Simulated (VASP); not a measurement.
# BaTiO3 in VASP: a series of runs

Aim: see how the results for BaTiO3 move with the level of theory and the settings. Levels: PBEsol, r2SCAN+rVV10, PBEsol+U. Tasks: single point.

Everything below comes from runs of VASP 6.6.1. Logs are shortened: lines on timing, memory, paths and dates and some standing lists are left out, and cuts for length are marked.

### 1 The cell of the first run

It takes space group R3m (No. 160, trigonal). Conventional cell: a = 5.881 Å, b = 5.881 Å, c = 6.955 Å, α = 90.00°, β = 90.00°, γ = 120.00°. Ba (site symmetry 3m) has 12 O at 2.83 to 2.94 Å and 8 Ti at 3.37 to 3.62 Å within 3.7 Å. Ti (site symmetry 3m) has 6 O at 1.93 to 2.19 Å within 2.6 Å. O (site symmetry m) has 2 Ti at 1.93 to 2.19 Å within 2.6 Å.

### 2 Single point, PBEsol

Input file INCAR:

```
SYSTEM = BaTiO3
PREC = Accurate
ENCUT = 520
EDIFF = 1E-7
ISMEAR = -1
SIGMA = 0.05
LREAL = .False.
LASPH = .True.
NELM = 100
ALGO = Normal
ISIF = 2
LWAVE = .False.
LCHARG = .True.
GGA = PS
LELF = .True.
LVHAR = .True.
NBANDS = 28
```

Input file KPOINTS:

```
regular mesh
0
Gamma
  6 6 6
  0 0 0
```

Input file POSCAR:

```
BaTiO3
1.0
    2.9404612727      1.6976761073      2.3183934932
   -2.9404612727      1.6976761073      2.3183934932
    0.0000000000     -3.3953522147      2.3183934932
Ba Ti O
1 1 3
Direct
    0.0000000000      0.0000000000      0.0000000000
    0.4845000000      0.4845000000      0.4845000000
    0.5086000000      0.0175000000      0.5086000000
    0.0175000000      0.5086000000      0.5086000000
    0.5086000000      0.5086000000      0.0175000000
```

Potentials or basis: VASP PAW PBE potentials, release 64 (Ba_sv, Ti_sv, O).

Started as:

```bash
$ cat potpaw_PBE.64/Ba_sv/POTCAR potpaw_PBE.64/Ti_sv/POTCAR potpaw_PBE.64/O/POTCAR > POTCAR
$ mpirun -np 1 vasp_std > vasp.out
```

OUTCAR:

```text
SYSTEM = BaTiO3
   PREC = Accurate
   ENCUT = 520
   EDIFF = 1E-7
   ISMEAR = -1
   LREAL = .False.
   LASPH = .True.
   NELM = 100
   ISIF = 2
   GGA = PS

 ion  position               nearest neighbor table
   1  0.000  0.000  0.000-   5 2.83   4 2.83   3 2.83   5 2.92   4 2.92   3 2.92   4 2.94   3 2.94
                             4 2.94   3 2.94   5 2.94   5 2.94   2 3.37   2 3.55   2 3.55   2 3.55
   2  0.484  0.484  0.484-   3 1.93   4 1.93   5 1.93   3 2.19   4 2.19   5 2.19   1 3.37   1 3.55
                             1 3.55   1 3.55   1 3.59   1 3.62   1 3.62   1 3.62
   3  0.509  0.017  0.509-   2 1.93   2 2.19   1 2.83   1 2.92   1 2.94   1 2.94
   4  0.017  0.509  0.509-   2 1.93   2 2.19   1 2.83   1 2.92   1 2.94   1 2.94
   5  0.509  0.509  0.017-   2 1.93   2 2.19   1 2.83   1 2.92   1 2.94   1 2.94

  LATTYP: Found a trigonal (rhomboedric) cell.
 ALAT       =     4.1113702157
 COS(alpha) =    -0.0230285473

  Lattice vectors:

 A1 = (   2.9404612727,   1.6976761073,   2.3183934932)
 A2 = (  -2.9404612727,   1.6976761073,   2.3183934932)
 A3 = (   0.0000000000,  -3.3953522147,   2.3183934932)

Analysis of symmetry for initial positions (statically):
=====================================================================
 Subroutine PRICEL returns:
 Original cell was already a primitive cell.

 Routine SETGRP: Setting up the symmetry group for a
 trigonal (rhombohedral) supercell.

 Subroutine GETGRP returns: Found  6 space group operations
 (whereof  6 operations were pure point group operations)
 out of a pool of 12 trial point group operations.

The static configuration has the point symmetry C_3v.

Analysis of symmetry for dynamics (positions and initial velocities):
=====================================================================
 Subroutine PRICEL returns:
 Original cell was already a primitive cell.

 Routine SETGRP: Setting up the symmetry group for a
 trigonal (rhombohedral) supercell.

 Subroutine GETGRP returns: Found  6 space group operations
 (whereof  6 operations were pure point group operations)
 out of a pool of 12 trial point group operations.

The dynamic configuration has the point symmetry C_3v.

 Subroutine INISYM returns: Found  6 space group operations
 (whereof  6 operations are pure point group operations),
 and found     1 'primitive' translations

----------------------------------------------------------------------------------------

                                     Primitive cell

  volume of cell :      69.4398

  direct lattice vectors                    reciprocal lattice vectors
     2.940461273  1.697676107  2.318393493     0.170041348  0.098173418  0.143777721
    -2.940461273  1.697676107  2.318393493    -0.170041348  0.098173418  0.143777721
     0.000000000 -3.395352215  2.318393493     0.000000000 -0.196346837  0.143777721

  length of vectors
     4.111370216  4.111370216  4.111370216     0.243360049  0.243360049  0.243360049

  position of ions in fractional coordinates (direct lattice)
     0.000000000  0.000000000  0.000000000
     0.484500000  0.484500000  0.484500000
     0.508600000  0.017500000  0.508600000
     0.017500000  0.508600000  0.508600000
     0.508600000  0.508600000  0.017500000

  ion indices of the primitive-cell ions
   primitive index   ion index
                 1           1
                 2           2
                 3           3
                 4           4
                 5           5

----------------------------------------------------------------------------------------

 KPOINTS: regular mesh

Automatic generation of k-mesh.
 Grid dimensions read from file:
 generate k-points for:    6    6    6

 Generating k-lattice:

  Cartesian coordinates                     Fractional coordinates (reciprocal lattice)
     0.028340225  0.016362236  0.023962954     0.166666667  0.000000000  0.000000000
    -0.028340225  0.016362236  0.023962954     0.000000000  0.166666667  0.000000000
     0.000000000 -0.032724473  0.023962954     0.000000000  0.000000000  0.166666667

  Length of vectors
     0.040560008  0.040560008  0.040560008

  Shift w.r.t. Gamma in fractional coordinates (k-lattice)
     0.000000000  0.000000000  0.000000000

 Subroutine IBZKPT returns following result:
 ===========================================

 Found     32 irreducible k-points:

 Following reciprocal coordinates:
            Coordinates               Weight
  0.000000  0.000000  0.000000      1.000000
  0.166667 -0.000000  0.000000      6.000000
  0.333333  0.000000  0.000000      6.000000
  0.500000 -0.000000  0.000000      3.000000
  0.166667  0.166667  0.000000      6.000000
  0.333333  0.166667  0.000000     12.000000
[... 16 lines left out ...]
  0.500000  0.500000  0.166667      6.000000
 -0.333333  0.500000  0.166667     12.000000
 [... further k-points ...]
   k-points           NKPTS =     32   k-points in BZ     NKDIM =     32   number of bands    NBANDS=     28
   number of dos      NEDOS =    301   number of ions     NIONS =      5
   total plane-waves  NPLWV =  32768
   dimension x,y,z NGX =    32 NGY =   32 NGZ =   32
   dimension x,y,z NGXF=    64 NGYF=   64 NGZF=   64
   ions per type =               1   1   3
   NGX,Y,Z   is equivalent  to a cutoff of  12.94, 12.94, 12.94 a.u.
   NGXF,Y,Z  is equivalent  to a cutoff of  25.88, 25.88, 25.88 a.u.
 SYSTEM =  BaTiO3
   PREC   = accura    normal or accurate (medium, high low for compatibility)
   ISTART =      0    job   : 0-new  1-cont  2-samecut
   ICHARG =      2    charge: 1-file 2-atom 10-const
   ISPIN  =      1    spin polarized calculation?
   LNONCOLLINEAR =      F non collinear calculations
   LSORBIT =      F    spin-orbit coupling
   LASPH  =      T    aspherical Exc in radial PAW
   ENCUT  =  520.0 eV  38.22 Ry    6.18 a.u.   7.64  7.64  7.64*2*pi/ulx,y,z
   NELM   =    100;   NELMIN=  2; NELMDL= -5     # of ELM steps
   EDIFF  = 0.1E-06   stopping-criterion for ELM
   LREAL  =      F    real-space projection
   EDIFFG = 0.1E-05   stopping-criterion for IOM
   NSW    =      0    number of steps for IOM
   IBRION =     -1    ionic relax: 0-MD 1-quasi-New 2-CG
   NFREE  =      0    steps in history (QN), initial steepest desc. (CG)
   ISIF   =      2    stress and relaxation
   ISYM   =      2    0-nonsym 1-usesym 2-fastsym
   POTIM  = 0.5000    time-step for ionic-motion
   TEBEG  =    0.0;   TEEND  =   0.0 temperature during run
   PSTRESS=    0.0 pullay stress
   NELECT =      40.0000    total number of electrons
   NUPDOWN=      -1.0000    fix difference up-down
   EMIN   =  10.00;   EMAX   =-10.00  energy-range for DOS
   EFERMI =   0.00;   METHOD = LEGACY
   ISMEAR =    -1;   SIGMA  =   0.05  broadening in eV -4-tet -1-fermi 0-gaus
   EFERMI_NEDOS =   21; number of points for ismear=-14 and -15
   IALGO  =     38    algorithm
   IMIX   =      4    mixing-type and parameters
     AMIX     =   0.40;   BMIX     =  1.00
     AMIX_MAG =   1.60;   BMIX_MAG =  1.00
  volume/ion in A,a.u.               =      13.89        93.72
  Fermi-wavevector in a.u.,A,eV,Ry     =   1.362151  2.574092 25.245004  1.855455
  Thomas-Fermi vector in A             =   2.488665
   LORBIT       =      0    0 simple, 1 ext, 2 COOP (PROOUT), +10 PAW based schemes
   GGA     = PS    functional components
   LHFCALC =     F    Hartree Fock is set to
   AEXX    =    0.0000 exact exchange contribution
   IVDW    =     0    specifies the selected vdW correction
   LEPSILON=     F    determine dielectric tensor
   LRPA    =     F    only Hartree local field effects (RPA)
 non-spin polarized calculation
  energy-cutoff  :      520.00
  volume of cell :       69.44
 maximum number of plane-waves:      1884
 NGX is ok and might be reduce to    32
   NGX = 15   NGY = 15   NGZ = 15

 number of electron      39.9999999 magnetization

 Free energy of the ion-electron system (eV)
  ---------------------------------------------------
  ext. energy  EPLUGINS =         0.00000000
  ---------------------------------------------------
  free energy    TOTEN  =       -41.77869040 eV

  energy without entropy =      -41.77869040  energy(sigma->0) =      -41.77869040

 E-fermi :   4.1667     XC(G=0): -11.0851

 val. band max:        3.0921433453   @ k =   0.5000   0.5000   0.5000
 cond. band min:       5.1985371237   @ k =   0.0000   0.0000   0.0000
 fundamental gap:      2.1063937784
 Fermi energy:         4.1667431496

 k-point     1 :       0.0000    0.0000    0.0000
  band No.  band energies     occupation
      1     -53.3286      2.00000
      2     -29.6741      2.00000
      3     -29.6341      2.00000
      4     -29.6341      2.00000
      5     -21.9059      2.00000
      6     -13.5270      2.00000
[... 20 lines left out ...]
     27       7.9137      0.00000
     28       9.3966      0.00000

 k-point     2 :       0.1667   -0.0000    0.0000
  band No.  band energies     occupation
      1     -53.3284      2.00000
      2     -29.6773      2.00000
      3     -29.6397      2.00000
      4     -29.6338      2.00000
      5     -21.8865      2.00000
      6     -13.5289      2.00000
[... 20 lines left out ...]
     27       8.3909      0.00000
     28      10.0355      0.00000

 k-point     3 :       0.3333    0.0000    0.0000
  band No.  band energies     occupation
      1     -53.3281      2.00000
      2     -29.6870      2.00000
      3     -29.6474      2.00000
      4     -29.6332      2.00000
      5     -21.8471      2.00000
      6     -13.5918      2.00000
[... 20 lines left out ...]
     27       9.4726      0.00000
     28      10.9787      0.00000

 k-point     4 :       0.5000   -0.0000    0.0000
  band No.  band energies     occupation
      1     -53.3279      2.00000
      2     -29.6934      2.00000
      3     -29.6497      2.00000
      4     -29.6328      2.00000
      5     -21.8271      2.00000
      6     -13.6433      2.00000
[... 20 lines left out ...]
     27      10.1082      0.00000
     28      10.9198      0.00000

 k-point     5 :       0.1667    0.1667    0.0000
  band No.  band energies     occupation
      1     -53.3283      2.00000
      2     -29.6800      2.00000
      3     -29.6429      2.00000
      4     -29.6363      2.00000
      5     -21.8679      2.00000
      6     -13.5070      2.00000
[... 20 lines left out ...]
     27       8.8926      0.00000
     28      10.3301      0.00000

 k-point     6 :       0.3333    0.1667    0.0000
  band No.  band energies     occupation
      1     -53.3279      2.00000
      2     -29.6883      2.00000
      3     -29.6510      2.00000
      4     -29.6364      2.00000
      5     -21.8316      2.00000
      6     -13.5138      2.00000
[... 463 lines left out ...]
      5     -21.7900      2.00000
      6     -13.2550      2.00000
[... 20 lines left out ...]
     27      10.6970      0.00000
     28      10.9292      0.00000

 k-point    22 :      -0.1667    0.3333    0.1667
  band No.  band energies     occupation
      1     -53.3278      2.00000
      2     -29.6892      2.00000
      3     -29.6525      2.00000
      4     -29.6421      2.00000
      5     -21.8184      2.00000
      6     -13.4257      2.00000
[... 20 lines left out ...]
     27      10.1592      0.00000
     28      10.9709      0.00000

 k-point    23 :       0.5000    0.5000    0.1667
  band No.  band energies     occupation
      1     -53.3271      2.00000
      2     -29.7002      2.00000
      3     -29.6688      2.00000
      4     -29.6467      2.00000
      5     -21.7618      2.00000
      6     -13.0306      2.00000
[... 20 lines left out ...]
     27      11.0599      0.00000
     28      11.3193      0.00000

 k-point    24 :      -0.3333    0.5000    0.1667
  band No.  band energies     occupation
      1     -53.3273      2.00000
      2     -29.6974      2.00000
      3     -29.6642      2.00000
      4     -29.6463      2.00000
      5     -21.7752      2.00000
      6     -13.2004      2.00000
[... 20 lines left out ...]
     27      10.7767      0.00000
     28      11.1399      0.00000

 [... further k-points ...]
[... 5 lines left out ...]
  --------------------------------------------------------------------------------------
  -------------------------------------------------------------------------------------
  Total       -6.0109792     -6.0109792     -2.3239084      0.0000000      0.0000000      0.0000000
  in kB     -138.6906255   -138.6906255    -53.6192684      0.0000000      0.0000000      0.0000000
  external PRESSURE =    -110.3335065 kB  Pullay stress =       0.0000000 kB

 VOLUME and BASIS-vectors are now :
 -----------------------------------------------------------------------------
  energy-cutoff  :      520.00
  volume of cell :       69.44
      direct lattice vectors                 reciprocal lattice vectors
     2.940461273  1.697676107  2.318393493     0.170041348  0.098173418  0.143777721
    -2.940461273  1.697676107  2.318393493    -0.170041348  0.098173418  0.143777721
     0.000000000 -3.395352215  2.318393493     0.000000000 -0.196346837  0.143777721

 POSITION                                       TOTAL-FORCE (eV/Angst)
 -----------------------------------------------------------------------------------
      0.00000      0.00000      0.00000        -0.000000      0.000000     -0.159983
      0.00000     -0.00000      3.36978        -0.000000      0.000000     -0.484067
      1.44406     -0.83373      2.39884        -0.392078      0.226366      0.214683
     -1.44406     -0.83373      2.39884         0.392078      0.226366      0.214683
      0.00000      1.66746      2.39884        -0.000000     -0.452733      0.214683
 -----------------------------------------------------------------------------------
    total drift:                               -0.000000      0.000000      0.000085

  FREE ENERGIE OF THE ION-ELECTRON SYSTEM (eV)
  ---------------------------------------------------
  free  energy   TOTEN  =       -41.7786903970 eV

  energy  without entropy=      -41.7786903968  energy(sigma->0) =      -41.77869040
```

Wall time 28 s (1 thread of Intel Xeon 6975P-C (Granite Rapids), shared host); peak memory 0.21 GiB.

Results:

```
Free energy            : -41.7787 eV
Pressure               : -11.0 GPa
Largest force          : 0.501 eV/Å
Band gap on the k mesh : 2.11 eV, indirect (least direct gap 2.58 eV)
```

Forces in eV/Å, atoms in the order of the input:
```
Ba   0.000  0.000 -0.160
Ti   0.000  0.000 -0.484
O   -0.392  0.226  0.215
O    0.392  0.226  0.215
O    0.000 -0.453  0.215
```

Stress tensor (GPa, compression positive):
```
-13.87   0.00   0.00
  0.00 -13.87   0.00
  0.00   0.00  -5.36
```

Caveat: the PAW data sets were made with another functional, which shifts forces and pressure a little; spin-orbit coupling is left out, which moves the levels of the heavy elements. A k mesh can miss the band edges.

### 3 Single point, r2SCAN+rVV10

This run uses another cell than the first one, of 12.84 Å³/atom, 0.925 times its volume.

Input file POSCAR:

```
BaTiO3
1.0
    2.8277438318      1.6325986624      2.3178919579
   -2.8277438318      1.6325986624      2.3178919579
    0.0000000000     -3.2651973249      2.3178919579
Ba Ti O
1 1 3
Direct
   -0.0020698898     -0.0020698898     -0.0020698898
    0.4857681495      0.4857681495      0.4857681495
    0.5092365282      0.0170286839      0.5092365282
    0.0170286839      0.5092365282      0.5092365282
    0.5092365282      0.5092365282      0.0170286839
```

Input file INCAR.step1:

```
PREC = Accurate ; ENCUT = 520
ISMEAR = -1 ; SIGMA = 0.05
LREAL = F ; LASPH = T
NELM = 100 ; NBANDS = 28
GGA = PE ; ALGO = Normal
EDIFF = 1E-4 ; LWAVE = T
LCHARG = F
```

Input file INCAR.step2:

```
PREC = Accurate ; ENCUT = 520
EDIFF = 1E-6 ; ISMEAR = -1
SIGMA = 0.05 ; LREAL = F
LASPH = T ; NELM = 100
ALGO = Normal ; ISIF = 2
LWAVE = F ; LCHARG = F
METAGGA = R2SCAN ; LMIXTAU = T
LUSE_VDW = T ; IVDW_NL = 2
BPARAM = 11.95 ; CPARAM = 0.0093
NBANDS = 28 ; ISTART = 1
```

Input file KPOINTS:

```
regular mesh
0
Gamma
  7 7 7
```

Potentials or basis: VASP PAW PBE potentials, release 64 (Ba_sv, Ti_sv, O).

Started as:

```bash
$ cat potpaw_PBE.64/Ba_sv/POTCAR potpaw_PBE.64/Ti_sv/POTCAR potpaw_PBE.64/O/POTCAR > POTCAR
$ cp INCAR.step1 INCAR
$ mpirun -np 1 vasp_std > vasp.out
$ cp INCAR.step2 INCAR
$ mpirun -np 1 vasp_std > vasp.out
```

Run time: 2.4 min. Hardware: 1 thread of Intel Xeon 6975P-C (Granite Rapids), shared host; peak memory 0.33 GiB.

The run converged. Its results:

```yaml
Free_energy: -73.3458 eV
Pressure: 2.2 GPa
Largest_force: 0.160 eV/Å
Band_gap_on_the_k_mesh: 2.78 eV, indirect (least direct gap 3.11 eV)
```

Forces in eV/Å, atoms in the order of the input:
```
Ba   0.000  0.000  0.028
Ti   0.000  0.000  0.160
O    0.059 -0.034 -0.063
O   -0.059 -0.034 -0.063
O    0.000  0.068 -0.063
```

Stress tensor (GPa, compression positive):
```
2.27 0.00 0.00
0.00 2.27 0.00
0.00 0.00 2.17
```

Levels at points of the mesh, in eV from the valence-band top:
```tsv
k point	band 18	band 19	band 20	band 21	band 22	band 23
(0.00, 0.00, 0.00)	-0.44	-0.33	-0.33	2.78	2.78	2.91
```

Caveat: the PAW data sets were made with another functional, which shifts forces and pressure a little; spin-orbit coupling is left out, which moves the levels of the heavy elements.

[end of part 1 of 2]
